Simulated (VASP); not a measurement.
Here is a VASP 6.6.1 calculation.

Contents of POSCAR:

```
HfO2
1.0
    0.0000000000      2.4296250000      2.4296250000
    2.4296250000      0.0000000000      2.4296250000
    2.4296250000      2.4296250000      0.0000000000
Hf O
1 2
Direct
    0.0000000000      0.0000000000      0.0000000000
    0.2500000000      0.2500000000      0.2500000000
    0.7500000000      0.7500000000      0.7500000000
```

File INCAR.step1:

```
PREC = Accurate
ENCUT = 520
ISMEAR = 0
SIGMA = 0.05
LREAL = False
LASPH = True
NELM = 100
NBANDS = 18
GGA = PE
ALGO = Normal
EDIFF = 1E-4
LWAVE = True
LCHARG = False
```

The input INCAR.step2:

```
PREC = Accurate
ENCUT = 520
EDIFF = 1E-6
ISMEAR = 0
SIGMA = 0.05
LREAL = False
LASPH = True
NELM = 100
ALGO = Normal
ISIF = 2
LWAVE = False
LCHARG = True
METAGGA = R2SCAN
LMIXTAU = True
LELF = True
LVHAR = True
NBANDS = 18
ISTART = 1
```

Contents of KPOINTS:

```
regular mesh
0
Gamma
  8 8 8
```

Potentials or basis: VASP PAW PBE potentials, release 64 (Hf_pv, O).

Run with:

```sh
$ cat potpaw_PBE.64/Hf_pv/POTCAR potpaw_PBE.64/O/POTCAR > POTCAR
$ cp INCAR.step1 INCAR
$ mpirun -np 1 vasp_std > vasp.out
$ cp INCAR.step2 INCAR
$ mpirun -np 1 vasp_std > vasp.out
```

Question: Predict the band gap on the k mesh.

Answer: 4.67 eV.

Question: Predict the pressure.

Answer: 36.9 GPa.

Caveat: the cell differs from its parent crystal (strain -0.050 along x and y, -0.050 along z); the cell stands under pressure; the PAW data sets were made with another functional, which shifts forces and pressure a little; spin-orbit coupling is left out, which moves the levels of the heavy elements. A k mesh can miss the band edges.
